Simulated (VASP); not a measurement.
## B6Br: single point with PBE

B6Br:

```
B Br
1.0
     4.03981    0.00000    0.00000
     0.00000    4.03981    0.00000
     0.00000    0.00000    4.03981
B Br
6 1
Cartesian
  2.0199 0.0000 2.0199
  2.0199 2.0199 0.0000
  0.0000 2.0199 2.0199
  0.0000 2.0199 0.0000
  0.0000 0.0000 2.0199
  2.0199 0.0000 0.0000
  2.0199 2.0199 2.0199
```

- Program: VASP 6.6.1
- Task: single point
- Functional: PBE
- Potentials or basis: VASP PAW PBE potentials, release 64 (B, Br)
- Cutoff: 520 eV
- k mesh: 10 × 10 × 10
- Occupations: gaussian, width 0.1 eV
- Spin: no spin polarisation
- Dipole correction: no
- Further INCAR settings: ALGO = Normal; EDIFF = 1e-07; NBANDS = 22

| Property | Result |
| --- | --- |
| Pressure | 0.1 GPa |

Levels at points of the mesh, in eV from the Fermi level:
```csv
k point,band 10,band 11,band 12,band 13,band 14,band 15,band 16,band 17
"(0.00, 0.00, 0.00)",-2.33,-2.18,-2.18,-2.18,1.64,1.64,4.26,4.57
"(0.50, 0.00, 0.00)",-4.33,-1.78,-1.78,0.47,0.88,2.18,2.99,2.99
"(0.50, 0.50, 0.00)",-3.77,-0.01,0.22,0.52,0.52,0.93,2.73,2.73
"(0.50, 0.50, 0.50)",0.31,0.31,0.95,0.95,3.73,3.73,3.73,3.75
```

Run time: 53 s on 1 thread of AMD EPYC 7R43 64-Core Processor (Zen 3) (shared host), peak memory 0.17 GiB.

Caveat: an odd number of electrons without spin polarisation forces a metal; a magnetic or distorted state may lie lower.
